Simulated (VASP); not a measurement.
A run of VASP 6.6.1:

Contents of INCAR:

```
ALGO = Fast ; EDIFF = 1E-6
ENCUT = 520 ; GGA = PE
ISIF = 2 ; ISMEAR = 0
LASPH = T ; LCHARG = F
LREAL = F ; LWAVE = F
NBANDS = 18 ; NELM = 100
PREC = Accurate ; SIGMA = 0.1
```

Contents of KPOINTS:

```
k-points
0
Gamma
  14 14 14
```

File POSCAR:

```
InPd
1.0
    3.2718748111      0.0000000000      0.0000000000
    0.0000000000      3.2718748111      0.0000000000
    0.0000000000      0.0000000000      3.2718748111
In Pd
1 1
Direct
    0.0000000000      0.0000000000      0.0000000000
    0.5000000000      0.5000000000      0.5000000000
```

Potentials or basis: VASP PAW PBE potentials, release 64 (In_d, Pd).

Command:

```sh
$ cat potpaw_PBE.64/In_d/POTCAR potpaw_PBE.64/Pd/POTCAR > POTCAR
$ mpirun -np 1 vasp_std > vasp.out
```

Hardware: 1 thread of Intel(R) Xeon(R) 6975P-C (Granite Rapids), with other jobs on the host.

Q: How long does it take, and how much memory?

A: Wall time 21 s on 1 thread of Intel(R) Xeon(R) 6975P-C (Granite Rapids), with other jobs on the host, peak memory 0.19 GiB. Counts: scf iterations 15, k points 120.
